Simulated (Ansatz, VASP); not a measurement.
# One calculation of ZrH, two programs

```
Zr H
1.0
     3.24997    0.00000    0.00000
     0.00000    3.24997    0.00000
     0.00000    0.00000    4.97016
Zr H
2 2
Direct
  0.00000 0.50000 0.00000
  0.50000 0.00000 0.50000
  0.00000 0.00000 0.75000
  0.00000 0.00000 0.25000
```

Alike in both runs: functional r2SCAN; k mesh 10 × 10 × 7; occupations fermi-dirac, width 0.1 eV; no spin polarisation.

Ansatz relaxed the structure, and its values are those at the end. VASP's run is a single point on that final structure, the one shown.

|  | VASP | Ansatz |
| --- | --- | --- |
| version | VASP 6.6.1 | Ansatz 0.2.0 |
| potentials or method | VASP PAW PBE potentials, release 64 (Zr_sv, H), cutoff 520 eV | PAW plane waves |
| valence electrons in the cell | 26 | 26 |

VASP gave:

```
gap on the k mesh at the Fermi level (eV) : none
pressure (GPa)                            : -0.1
```

Problem. What did Ansatz give for the same quantities?

Solution. gap on the k mesh at the Fermi level (eV): none; pressure (GPa): 0.0.

VASP's potentials were made for PBE, not for r2SCAN. A gap of «none» marks a metal or a gap that the smearing closes. The functional is the same, so the differences come from potentials, cutoffs and numerics.
